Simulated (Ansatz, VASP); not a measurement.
**Ga2O: VASP beside Ansatz**

```
CELL_PARAMETERS angstrom
0.00000 2.97851 2.97851
2.97851 0.00000 2.97851
2.97851 2.97851 0.00000
ATOMIC_POSITIONS crystal
Ga 0.25000 0.25000 0.25000
Ga 0.75000 0.75000 0.75000
O 0.00000 0.00000 0.00000
```

Alike in both runs: functional PBE; k mesh 12 × 12 × 12; occupations fermi-dirac, width 0.15 eV; no spin polarisation.

Ansatz relaxed the structure, and its values are those at the end. VASP's run is a single point on that final structure, the one shown.

|  | VASP | Ansatz |
| --- | --- | --- |
| version | VASP 6.6.1 | Ansatz 0.2.0 |
| potentials or method | VASP PAW PBE potentials, release 64 (Ga_d, O), cutoff 520 eV | scalar-relativistic, plane waves, PAW |
| valence electrons in the cell | 32 | 32 |

```tsv
	VASP	Ansatz	Ansatz less VASP
gap on the k mesh at the Fermi level (eV)	none	none	-
pressure (GPa)	0.0	0.0	-0.04
```

A gap of «none» marks a metal or a gap that the smearing closes. With one functional, cell and mesh, what is left measures potentials, basis and numerics.
